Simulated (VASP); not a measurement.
# NaTi2 (P6/mmm) in VASP: notebook, part 2 of 2

VASP 6.6.1.

## (4) Single point, PBE

This run uses another cell than the first one, of 20.03 Å³/atom.

Input file INCAR:

```
SYSTEM = NaTi2
PREC = Accurate
ENCUT = 520
EDIFF = 1E-6
ISMEAR = 0
SIGMA = 0.1
LREAL = .False.
LASPH = .True.
NELM = 80
ALGO = Fast
ISIF = 2
LWAVE = .False.
LCHARG = .True.
GGA = PE
LELF = .True.
LVHAR = .True.
NBANDS = 22
```

Input file KPOINTS:

```
Automatic mesh
0
Gamma
  12 12 18
  0 0 0
```

Input file POSCAR:

```
NaTi2
1.0
    5.2254463955      0.0000000000      0.0000000000
   -2.6127231977      4.5253693246      0.0000000000
    0.0000000000      0.0000000000      2.5408657001
Na Ti
1 2
Direct
    0.0000000000      0.0000000000      0.0000000000
    0.3333333333      0.6666666667      0.5000000000
    0.6666666667      0.3333333333      0.5000000000
```

Potentials or basis: VASP PAW PBE potentials, release 64 (Na_pv, Ti_sv).

The run is started by

```console
cat potpaw_PBE.64/Na_pv/POTCAR potpaw_PBE.64/Ti_sv/POTCAR > POTCAR
mpirun -np 1 vasp_std > vasp.out
```

OUTCAR:

```text
SYSTEM = NaTi2
   PREC = Accurate
   ENCUT = 520
   EDIFF = 1E-6
   ISMEAR = 0
   LREAL = .False.
   LASPH = .True.
   NELM = 80
   ISIF = 2
   GGA = PE

 ion  position               nearest neighbor table
   1  0.000  0.000  0.000-
   2  0.333  0.667  0.500-
   3  0.667  0.333  0.500-

  LATTYP: Found a hexagonal cell.
 ALAT       =     5.2254463955
 C/A-ratio  =     0.4862485437

  Lattice vectors:

 A1 = (   5.2254463955,   0.0000000000,   0.0000000000)
 A2 = (  -2.6127231977,   4.5253693246,   0.0000000000)
 A3 = (   0.0000000000,   0.0000000000,   2.5408657001)

Analysis of symmetry for initial positions (statically):
=====================================================================
 Subroutine PRICEL returns:
 Original cell was already a primitive cell.

 Routine SETGRP: Setting up the symmetry group for a
 hexagonal supercell.

 Subroutine GETGRP returns: Found 24 space group operations
 (whereof 24 operations were pure point group operations)
 out of a pool of 24 trial point group operations.

The static configuration has the point symmetry D_6h.

Analysis of symmetry for dynamics (positions and initial velocities):
=====================================================================
 Subroutine PRICEL returns:
 Original cell was already a primitive cell.

 Routine SETGRP: Setting up the symmetry group for a
 hexagonal supercell.

 Subroutine GETGRP returns: Found 24 space group operations
 (whereof 24 operations were pure point group operations)
 out of a pool of 24 trial point group operations.

The dynamic configuration has the point symmetry D_6h.

 Subroutine INISYM returns: Found 24 space group operations
 (whereof 24 operations are pure point group operations),
 and found     1 'primitive' translations

----------------------------------------------------------------------------------------
[... 112 lines left out ...]
   IALGO  =     68    algorithm
   IMIX   =      4    mixing-type and parameters
     AMIX     =   0.40;   BMIX     =  1.00
     AMIX_MAG =   1.60;   BMIX_MAG =  1.00
  volume/ion in A,a.u.               =      20.03       135.16
  Fermi-wavevector in a.u.,A,eV,Ry     =   1.313033  2.481273 23.457206  1.724056
  Thomas-Fermi vector in A             =   2.443384
   LORBIT       =      0    0 simple, 1 ext, 2 COOP (PROOUT), +10 PAW based schemes
   GGA     = PE    functional components
   LHFCALC =     F    Hartree Fock is set to
   AEXX    =    0.0000 exact exchange contribution
   IVDW    =     0    specifies the selected vdW correction
   LEPSILON=     F    determine dielectric tensor
   LRPA    =     F    only Hartree local field effects (RPA)
 non-spin polarized calculation
 RMM-DIIS sequential band-by-band and
 Gauss-broadening in eV      SIGMA  =   0.10
  energy-cutoff  :      520.00
  volume of cell :       60.08
 maximum number of plane-waves:      1641
 NGX is ok and might be reduce to    40
   NGX = 19   NGY = 19   NGZ =  9

 number of electron      31.0000004 magnetization

 Free energy of the ion-electron system (eV)
  ---------------------------------------------------
  ext. energy  EPLUGINS =         0.00000000
  ---------------------------------------------------
  free energy    TOTEN  =       -14.69540186 eV

  energy without entropy =      -14.67754583  energy(sigma->0) =      -14.68647385

 E-fermi :   5.1145     XC(G=0):  -9.9930

 val. band max:        5.1124914626   @ k =   0.2500   0.0833   0.5000
 cond. band min:       5.1259937956   @ k =   0.2500   0.1667   0.0556
 fundamental gap:      0.0135023330
 Fermi energy:         5.1144661499

 k-point     1 :       0.0000    0.0000    0.0000
  band No.  band energies     occupation
      1     -51.6966      2.00000
      2     -51.6567      2.00000
      3     -28.0293      2.00000
      4     -28.0293      2.00000
      5     -27.8588      2.00000
      6     -27.8588      2.00000
[... 589 lines left out ...]
     21       8.0954      0.00000
     22       8.1507      0.00000

 [... further k-points ...]

------------------------ aborting loop because EDIFF is reached ----------------------------------------

  FORCE on cell =-STRESS in cart. coord.  units (eV):
  Direction    XX          YY          ZZ          XY          YZ          ZX
  --------------------------------------------------------------------------------------
  -------------------------------------------------------------------------------------
  Total       -0.0299867     -0.0299867      0.0259151     -0.0000000     -0.0000000      0.0000000
  in kB       -0.7996142     -0.7996142      0.6910424     -0.0000000     -0.0000000      0.0000000
  external PRESSURE =      -0.3027286 kB  Pullay stress =       0.0000000 kB

 VOLUME and BASIS-vectors are now :
 -----------------------------------------------------------------------------
  energy-cutoff  :      520.00
  volume of cell :       60.08
      direct lattice vectors                 reciprocal lattice vectors
     5.225446395  0.000000000  0.000000000     0.191371210  0.110488220  0.000000000
    -2.612723198  4.525369325  0.000000000     0.000000000  0.220976439  0.000000000
     0.000000000  0.000000000  2.540865700     0.000000000  0.000000000  0.393566649

 POSITION                                       TOTAL-FORCE (eV/Angst)
 -----------------------------------------------------------------------------------
      0.00000      0.00000      0.00000        -0.000000      0.000000      0.000000
     -0.00000      3.01691      1.27043         0.000000     -0.000000      0.000000
      2.61272      1.50846      1.27043        -0.000000      0.000000      0.000000
 -----------------------------------------------------------------------------------
    total drift:                                0.000000     -0.000000      0.000000

  FREE ENERGIE OF THE ION-ELECTRON SYSTEM (eV)
  ---------------------------------------------------
  free  energy   TOTEN  =       -14.6954018609 eV

  energy  without entropy=      -14.6775458346  energy(sigma->0) =      -14.68647385
```

OSZICAR:

```text
N       E                     dE             d eps       ncg     rms          rms(c)
DAV:   1     0.350111467772E+03    0.35011E+03   -0.16354E+04  8702   0.167E+03
DAV:   2     0.210932619051E+02   -0.32902E+03   -0.32119E+03  8528   0.487E+02
DAV:   3    -0.134278296152E+02   -0.34521E+02   -0.33203E+02 15732   0.140E+02
[... 29 lines left out ...]
RMM:  33    -0.146953978275E+02   -0.17096E-05   -0.20339E-05  8642   0.156E-02    0.147E-03
RMM:  34    -0.146953990141E+02   -0.11866E-05   -0.16137E-05  9791   0.158E-02    0.965E-04
RMM:  35    -0.146954001678E+02   -0.11537E-05   -0.13904E-05  8213   0.132E-02    0.996E-04
RMM:  36    -0.146954011040E+02   -0.93614E-06   -0.11389E-05  7899   0.126E-02    0.105E-03
RMM:  37    -0.146954018609E+02   -0.75697E-06   -0.95127E-06  8021   0.118E-02
   1 F= -.14695402E+02 E0= -.14686474E+02  d E =-.178560E-01
```

It took 14 min on 1 thread of Intel Xeon 8259CL, shared host; peak memory 0.34 GiB.

What came out:

```
Free energy            : -14.6954 eV
Pressure               : 0.0 GPa
Band gap on the k mesh : zero (an odd number of electrons rules out a gap without spin polarisation)
```

Levels at points of the mesh, in eV from the Fermi level:
```csv
k point,band 12,band 13,band 14,band 15,band 16,band 17,band 18,band 19
"(0.00, 0.00, 0.00)",-5.07,-1.12,-1.09,-0.58,-0.58,-0.19,-0.19,2.97
"(0.50, 0.00, 0.00)",-3.47,-2.87,-1.56,-0.81,-0.61,-0.35,0.32,1.54
"(0.00, 0.00, 0.50)",-1.21,-1.21,-0.57,0.25,0.25,0.92,1.28,1.28
"(0.50, 0.00, 0.50)",-1.47,-1.41,-0.41,0.48,0.57,0.62,0.88,1.86
```

## (5) Summary

| task | cell | k mesh | cutoff (eV) | gap on the mesh (eV) | pressure (GPa) | relaxed volume (Å³/atom) |
| --- | --- | --- | --- | --- | --- | --- |
| relaxation of cell and atoms | relaxed from a = 3.682, b = 3.682, c = 3.975 Å, angles 90.0, 90.0, 120.0°, 3 atoms | 6 × 6 × 4 | 600 | none | 0.0 | 19.56 |
| relaxation of cell and atoms | relaxed from a = 5.174, b = 5.174, c = 2.538 Å, angles 90.0, 90.0, 120.0°, 3 atoms | 6 × 6 × 6 | 600 | none | -0.1 | 20.12 |
| single point | a = 5.225, b = 5.225, c = 2.541 Å, angles 90.0, 90.0, 120.0°, 3 atoms | 12 × 12 × 18 | 520 | none | 0.0 | - |

Alike in all rows: level PBE; potentials or basis VASP PAW PBE potentials, release 64 (Na_pv, Ti_sv); no spin polarisation; smearing gaussian 0.1 eV.

Caveats: some runs use coarse meshes; the volume moved by over 15 % at a fixed basis, so the end points are rough (at least some runs).

Absolute energies hang on the potentials; compare differences alone.

The gap in the log of VASP goes by the Fermi energy; the results here count the filled bands.